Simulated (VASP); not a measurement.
# AlN (Cm) in VASP: further runs

AlN is run at these levels: PBEsol; tasks: single point.

All numbers are computed with VASP 6.6.1; they aren't measurements. Logs are shortened: lines on timing, memory, paths and dates and some standing lists are left out, and cuts for length are marked.

### Step 1. The cell of the first run

Symmetry: Cm, No. 8, monoclinic system. Conventional cell: a = 6.190 Å, b = 6.190 Å, c = 4.377 Å, α = 90.00°, β = 90.00°, γ = 90.00°. Al (site symmetry m) has 4 N at 1.72 to 2.33 Å within 2.4 Å. Within 2.5 Å of Al (site symmetry 1) lie 4 N at 1.90 Å. Within 2.5 Å of Al (site symmetry m) lie 4 N at 1.90 Å. N (site symmetry m) has 4 Al at 1.90 to 1.96 Å within 2.5 Å. N (site symmetry 1) has 4 Al at 1.72 to 1.90 Å within 2.3 Å. N (site symmetry m) has 4 Al at 1.90 to 2.33 Å within 2.5 Å.

### Step 2. Single point, PBEsol (atom 1 (Al) moved by -0.252 Å along [1 1 0] and -0.378 Å along [0 0 1])

INCAR

```
SYSTEM = AlN
  PREC = Accurate
  ENCUT = 520
  EDIFF = 1E-6
  ISMEAR = 0
  SIGMA = 0.05
  LREAL = .False.
  LASPH = .True.
  NELM = 80
  ALGO = Normal
  ISIF = 2
  LWAVE = .False.
  LCHARG = .True.
  GGA = PS
  LELF = .True.
  LVHAR = .True.
  NBANDS = 26
```

KPOINTS

```
regular mesh
0
Gamma
  6 6 6
  0 0 0
```

POSCAR

```
AlN
1.0
    4.3771405283      0.0000000000      0.0000000000
    0.0000000000     -4.3771405283      0.0000000000
    0.0000000000      0.0000000000     -4.3771405283
Al N
4 4
Direct
   -0.0407094330      0.0863577483     -0.0407094330
    0.5000000000      0.5000000000      0.0000000000
    0.5000000000      0.0000000000      0.5000000000
    0.0000000000      0.5000000000      0.5000000000
    0.7500000000      0.7500000000      0.7500000000
    0.2500000000      0.2500000000      0.7500000000
    0.2500000000      0.7500000000      0.2500000000
    0.7500000000      0.2500000000      0.2500000000
```

Potentials or basis: VASP PAW PBE potentials, release 64 (Al, N).

Started as:

```
$ cat potpaw_PBE.64/Al/POTCAR potpaw_PBE.64/N/POTCAR > POTCAR
$ mpirun -np 1 vasp_std > vasp.out
```

OUTCAR:

```text
SYSTEM = AlN
   PREC = Accurate
   ENCUT = 520
   EDIFF = 1E-6
   ISMEAR = 0
   LREAL = .False.
   LASPH = .True.
   NELM = 80
   ISIF = 2
   GGA = PS

 ion  position               nearest neighbor table
   1  0.959  0.086  0.959-   6 1.72   8 1.72   5 1.96   7 2.33   2 2.71   4 2.71   3 2.87   4 2.99
                             2 2.99   3 3.13   3 3.13   2 3.27   4 3.27
   2  0.500  0.500  0.000-   5 1.90   6 1.90   7 1.90   8 1.90   1 2.71   1 2.99   4 3.10   3 3.10
                             4 3.10   3 3.10   3 3.10   3 3.10   4 3.10   4 3.10   1 3.27
   3  0.500  0.000  0.500-   5 1.90   6 1.90   7 1.90   8 1.90   1 2.87   2 3.10   4 3.10   2 3.10
                             2 3.10   4 3.10   2 3.10   4 3.10   4 3.10   1 3.13   1 3.13
   4  0.000  0.500  0.500-   5 1.90   6 1.90   7 1.90   8 1.90   1 2.71   1 2.99   3 3.10   2 3.10
                             2 3.10   3 3.10   2 3.10   3 3.10   2 3.10   3 3.10   1 3.27
   5  0.750  0.750  0.750-   2 1.90   3 1.90   4 1.90   1 1.96
   6  0.250  0.250  0.750-   1 1.72   2 1.90   3 1.90   4 1.90
   7  0.250  0.750  0.250-   2 1.90   3 1.90   4 1.90   1 2.33
   8  0.750  0.250  0.250-   1 1.72   2 1.90   3 1.90   4 1.90

  LATTYP: Found a simple cubic cell.
 ALAT       =     4.3771405283

  Lattice vectors:

 A1 = (   4.3771405283,   0.0000000000,   0.0000000000)
 A2 = (   0.0000000000,  -4.3771405283,   0.0000000000)
 A3 = (   0.0000000000,   0.0000000000,  -4.3771405283)

Analysis of symmetry for initial positions (statically):
=====================================================================
 Subroutine PRICEL returns:
 Original cell was already a primitive cell.

 Routine SETGRP: Setting up the symmetry group for a
 simple cubic supercell.

 Subroutine GETGRP returns: Found  2 space group operations
 (whereof  2 operations were pure point group operations)
 out of a pool of 48 trial point group operations.

The static configuration has the point symmetry C_1h.

Analysis of symmetry for dynamics (positions and initial velocities):
=====================================================================
 Subroutine PRICEL returns:
 Original cell was already a primitive cell.

 Routine SETGRP: Setting up the symmetry group for a
 simple cubic supercell.

 Subroutine GETGRP returns: Found  2 space group operations
 (whereof  2 operations were pure point group operations)
 out of a pool of 48 trial point group operations.

The dynamic configuration has the point symmetry C_1h.

 Subroutine INISYM returns: Found  2 space group operations
 (whereof  2 operations are pure point group operations),
 and found     1 'primitive' translations

[... 117 lines left out ...]
   NELECT =      32.0000    total number of electrons
   NUPDOWN=      -1.0000    fix difference up-down
   EMIN   =  10.00;   EMAX   =-10.00  energy-range for DOS
   EFERMI =   0.00;   METHOD = LEGACY
   ISMEAR =     0;   SIGMA  =   0.05  broadening in eV -4-tet -1-fermi 0-gaus
   EFERMI_NEDOS =   21; number of points for ismear=-14 and -15
   IALGO  =     38    algorithm
   IMIX   =      4    mixing-type and parameters
     AMIX     =   0.40;   BMIX     =  1.00
     AMIX_MAG =   1.60;   BMIX_MAG =  1.00
  volume/ion in A,a.u.               =      10.48        70.74
  Fermi-wavevector in a.u.,A,eV,Ry     =   1.187411  2.243881 19.183459  1.409944
  Thomas-Fermi vector in A             =   2.323563
   LORBIT       =      0    0 simple, 1 ext, 2 COOP (PROOUT), +10 PAW based schemes
   GGA     = PS    functional components
   LHFCALC =     F    Hartree Fock is set to
   AEXX    =    0.0000 exact exchange contribution
   IVDW    =     0    specifies the selected vdW correction
   LEPSILON=     F    determine dielectric tensor
   LRPA    =     F    only Hartree local field effects (RPA)
 non-spin polarized calculation
 Gauss-broadening in eV      SIGMA  =   0.05
  energy-cutoff  :      520.00
  volume of cell :       83.86
 maximum number of plane-waves:      2301
 NGX is ok and might be reduce to    36
   NGX = 17   NGY = 17   NGZ = 17

 number of electron      31.9999992 magnetization

 Free energy of the ion-electron system (eV)
  ---------------------------------------------------
  ext. energy  EPLUGINS =         0.00000000
  ---------------------------------------------------
  free energy    TOTEN  =       -60.81198250 eV

  energy without entropy =      -60.81198250  energy(sigma->0) =      -60.81198250

 E-fermi :   6.8617     XC(G=0): -11.0961

 val. band max:        6.5729732361   @ k =   0.5000   0.5000   0.5000
 cond. band min:       7.2621449029   @ k =   0.0000   0.0000   0.0000
 fundamental gap:      0.6891716668
 Fermi energy:         6.8617359084

 k-point     1 :       0.0000    0.0000    0.0000
  band No.  band energies     occupation
      1      -9.3411      2.00000
      2      -7.0848      2.00000
      3      -6.5768      2.00000
      4      -5.6055      2.00000
      5       0.5785      2.00000
      6       0.6437      2.00000
[... 685 lines left out ...]
     25      16.7262      0.00000
     26      16.8808      0.00000

 [... further k-points ...]

------------------------ aborting loop because EDIFF is reached ----------------------------------------

  FORCE on cell =-STRESS in cart. coord.  units (eV):
  Direction    XX          YY          ZZ          XY          YZ          ZX
  --------------------------------------------------------------------------------------
  -------------------------------------------------------------------------------------
  Total        3.8576173     -0.0396817      3.8576173      0.1135183     -0.1135183      3.0783470
  in kB       73.6984328     -0.7581042     73.6984328      2.1687272     -2.1687267     58.8107459
  external PRESSURE =      48.8795872 kB  Pullay stress =       0.0000000 kB

 VOLUME and BASIS-vectors are now :
 -----------------------------------------------------------------------------
  energy-cutoff  :      520.00
  volume of cell :       83.86
      direct lattice vectors                 reciprocal lattice vectors
     4.377140528  0.000000000  0.000000000     0.228459652  0.000000000  0.000000000
     0.000000000 -4.377140528  0.000000000     0.000000000 -0.228459652  0.000000000
     0.000000000  0.000000000 -4.377140528     0.000000000  0.000000000 -0.228459652

 POSITION                                       TOTAL-FORCE (eV/Angst)
 -----------------------------------------------------------------------------------
      4.19895     -0.37800     -4.19895         1.352676      6.282988     -1.352676
      2.18857     -2.18857      0.00000        -1.077701     -1.840242     -0.703396
      2.18857      0.00000     -2.18857        -0.921653      1.226020      0.921653
      0.00000     -2.18857     -2.18857         0.703396     -1.840242      1.077701
      3.28286     -3.28286     -3.28286         0.024677     -0.673019     -0.024677
      1.09429     -1.09429     -3.28286         1.510105     -1.422226      1.424380
      1.09429     -3.28286     -1.09429        -0.167120     -0.311052      0.167120
      3.28286     -1.09429     -1.09429        -1.424380     -1.422226     -1.510105
 -----------------------------------------------------------------------------------
    total drift:                                0.000113     -0.001225     -0.000113

  FREE ENERGIE OF THE ION-ELECTRON SYSTEM (eV)
  ---------------------------------------------------
  free  energy   TOTEN  =       -60.8119824988 eV

  energy  without entropy=      -60.8119824988  energy(sigma->0) =      -60.81198250
```

OSZICAR:

```text
N       E                     dE             d eps       ncg     rms          rms(c)
DAV:   1     0.107880077721E+03    0.10788E+03   -0.14595E+04  3536   0.110E+03
DAV:   2    -0.604749497878E+02   -0.16836E+03   -0.15809E+03  4684   0.229E+02
DAV:   3    -0.699319469678E+02   -0.94570E+01   -0.94057E+01  4712   0.561E+01
DAV:   4    -0.700165690671E+02   -0.84622E-01   -0.84571E-01  4304   0.599E+00
DAV:   5    -0.700177513231E+02   -0.11823E-02   -0.11820E-02  4814   0.708E-01    0.168E+01
DAV:   6    -0.609144264813E+02    0.91033E+01   -0.27450E+01  4570   0.280E+01    0.624E+00
DAV:   7    -0.608942882512E+02    0.20138E-01   -0.16580E+00  4372   0.645E+00    0.408E+00
DAV:   8    -0.608217474388E+02    0.72541E-01   -0.18819E-01  4496   0.283E+00    0.619E-01
DAV:   9    -0.608116051658E+02    0.10142E-01   -0.35518E-02  4792   0.103E+00    0.360E-01
DAV:  10    -0.608119677550E+02   -0.36259E-03   -0.27595E-03  4200   0.316E-01    0.139E-01
DAV:  11    -0.608119876043E+02   -0.19849E-04   -0.22136E-04  4784   0.117E-01    0.364E-02
DAV:  12    -0.608119832440E+02    0.43603E-05   -0.47686E-05  4206   0.429E-02    0.166E-02
DAV:  13    -0.608119824988E+02    0.74524E-06   -0.51121E-06  4752   0.165E-02
   1 F= -.60811982E+02 E0= -.60811982E+02  d E =-.427246E-18
```

stdout:

```text
POSCAR found type information on POSCAR AlN
 POSCAR found :  2 types and       8 ions
 scaLAPACK will be used
 -----------------------------------------------------------------------------
|                                                                             |
|                                                                             |
|     You enforced a specific xc type in the INCAR file but a different       |
|     I HOPE YOU KNOW WHAT YOU ARE DOING!                                     |
|                                                                             |
 -----------------------------------------------------------------------------

 LDA part: xc-table for (Slater+PW92), standard interpolation
 POSCAR, INCAR and KPOINTS ok, starting setup
 FFT: planning ... GRIDC
 FFT: planning ... GRID_SOFT
 FFT: planning ... GRID
 WAVECAR not read
 entering main loop
```

Wall time 2 min (1 thread of Intel Xeon 8259CL, shared host); peak memory 0.27 GiB.

Results:

```yaml
Free_energy: -60.8120 eV
Pressure: 4.9 GPa
Largest_force: 6.568 eV/Å
Band_gap_on_the_k_mesh: 0.69 eV (least direct gap 0.75 eV)
```

Forces on the atoms (eV/Å):
```
Al   1.353  6.283 -1.353
Al  -1.078 -1.840 -0.703
Al  -0.922  1.226  0.922
Al   0.703 -1.840  1.078
N    0.025 -0.673 -0.025
N    1.510 -1.422  1.424
N   -0.167 -0.311  0.167
N   -1.424 -1.422 -1.510
```

Stress tensor (GPa, compression positive):
```
 7.37  0.22  5.88
 0.22 -0.08 -0.22
 5.88 -0.22  7.37
```

Levels at points of the mesh, in eV from the valence-band top:
```
           k point  band 13  band 14  band 15  band 16  band 17  band 18  band 19  band 20
(0.00, 0.00, 0.00)    -2.27    -0.68    -0.68    -0.06     0.69     2.67     3.29     3.65
(0.50, 0.00, 0.00)    -2.08    -1.97    -1.39    -0.96     3.28     5.09     5.83     5.92
(0.00, 0.50, 0.00)    -2.66    -2.38    -1.17    -0.70     3.48     5.30     5.70     5.88
(0.50, 0.50, 0.00)    -1.98    -1.28    -1.04    -0.58     5.07     6.86     7.30     7.71
(0.50, 0.00, 0.50)    -2.34    -1.79    -0.78    -0.27     5.00     7.02     7.20     7.43
(0.50, 0.50, 0.50)    -1.21    -0.79    -0.65     0.00     5.75     5.99     6.30     6.44
```

Caveat: the cell differs from its parent crystal (atom 1 (Al) moved by -0.252 Å along [1 1 0] and -0.378 Å along [0 0 1]); the cell stands under pressure; the PAW data sets were made with another functional, which shifts forces and pressure a little. A k mesh can miss the band edges.

### Step 3. Single point, PBEsol (atom 1 (Al) moved by -0.378 Å along [1 1 0] and +0.000 Å along [0 0 1])

INCAR

```
SYSTEM = AlN
ALGO = Normal ; EDIFF = 1E-6
ENCUT = 520 ; GGA = PS
ISIF = 2 ; ISMEAR = 0
LASPH = .True. ; LCHARG = .True.
LELF = .True. ; LREAL = .False.
LVHAR = .True. ; LWAVE = .False.
NBANDS = 26 ; NELM = 60
PREC = Accurate ; SIGMA = 0.05
```

KPOINTS

```
k-points
0
Gamma
  6 6 6
  0 0 0
```

Changes to POSCAR since step 2:

```diff
@@ -8,3 +8,3 @@
 Direct
-   -0.0407094330      0.0863577483     -0.0407094330
+   -0.0610641494      0.0000000000     -0.0610641494
     0.5000000000      0.5000000000      0.0000000000
```

Potentials or basis: VASP PAW PBE potentials, release 64 (Al, N).

Started as:

```
$ cat potpaw_PBE.64/Al/POTCAR potpaw_PBE.64/N/POTCAR > POTCAR
$ mpirun -np 1 vasp_std > vasp.out
```

Run time: 2.2 min. Hardware: 1 thread of Intel Xeon 8259CL, shared host; peak memory 0.27 GiB.

The run converged. Its results:

- Free energy: -60.8337 eV
- Pressure: 5.4 GPa
- Largest force: 10.268 eV/Å
- Band gap on the k mesh: 1.50 eV (least direct gap 1.52 eV)

Forces in eV/Å, atoms in the order of the input:
```
Al   6.527 -4.496 -6.527
Al  -1.222 -0.092 -0.864
Al  -1.365  0.104  1.365
Al   0.864 -0.092  1.222
N   -3.645  4.363  3.645
N   -0.495  0.189  0.199
N   -0.465 -0.164  0.465
N   -0.199  0.189  0.495
```

Stress tensor (GPa, compression positive):
```
 3.39 -6.73 -5.43
-6.73  9.48  6.73
-5.43  6.73  3.39
```

Levels at points of the mesh, in eV from the valence-band top:
```tsv
k point	band 14	band 15	band 16	band 17	band 18	band 19
(0.00, 0.00, 0.00)	-0.51	-0.39	-0.01	1.50	2.79	3.10
(0.50, 0.00, 0.00)	-1.91	-1.06	-0.71	4.20	5.32	5.54
(0.00, 0.50, 0.00)	-1.44	-1.35	-1.16	3.98	5.34	5.52
(0.50, 0.50, 0.00)	-1.39	-0.69	-0.24	5.83	7.14	7.24
(0.50, 0.00, 0.50)	-1.06	-0.81	-0.69	5.90	7.13	7.21
(0.50, 0.50, 0.50)	-0.57	-0.55	0.00	6.13	6.42	6.64
```

Caveat: the cell differs from its parent crystal (atom 1 (Al) moved by -0.378 Å along [1 1 0] and +0.000 Å along [0 0 1]); the cell stands under pressure; the PAW data sets were made with another functional, which shifts forces and pressure a little.

(Continued in part 2 of 3.)
